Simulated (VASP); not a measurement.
Write the native input for VASP 6.6.1 that does the following.

```yaml
Task: single point
Functional: PBE
Potentials_or_basis: VASP PAW PBE potentials, release 64 (Fe)
Cutoff: 520 eV
k_mesh: 28 × 28 × 28
Occupations: fermi-dirac, width 0.0612256 eV
Spin: no spin polarisation
Dipole_correction: no
Further_INCAR_settings: ALGO = Normal; EDIFF = 1e-07; NBANDS = 10
```

The structure of Fe lies in POSCAR:

```
Fe
1.0
   -1.3610959496      1.3610959496      1.3610959496
    1.3610959496     -1.3610959496      1.3610959496
    1.3610959496      1.3610959496     -1.3610959496
Fe
1
Direct
    0.0000000000      0.0000000000      0.0000000000
```

The input as run:

INCAR

```
SYSTEM = Fe
PREC = Accurate ; ENCUT = 520
EDIFF = 1E-7 ; ISMEAR = -1
SIGMA = 0.06122561905347299 ; LREAL = .FALSE.
LASPH = .TRUE. ; NELM = 80
ALGO = Normal ; ISIF = 2
LWAVE = .FALSE. ; LCHARG = .FALSE.
GGA = PE ; NBANDS = 10
```

KPOINTS

```
regular mesh
0
G
  28 28 28
  0 0 0
```

Potentials or basis: VASP PAW PBE potentials, release 64 (Fe).

Launch:

```sh
$ cat potpaw_PBE.64/Fe/POTCAR > POTCAR
$ mpirun -np 1 vasp_std > vasp.out
```

It gave:

```json
{
 "Pressure": "11.2 GPa",
 "Band gap on the k mesh": "zero (band 4 reaches 8.28 eV, above the bottom of band 5 at 6.02 eV)"
}
```

Caveat: the run has no spin polarisation, though such a crystal can be magnetic.

Wall time 2.1 min on 1 thread of AMD EPYC 7R13 (shared host), peak memory 0.15 GiB.
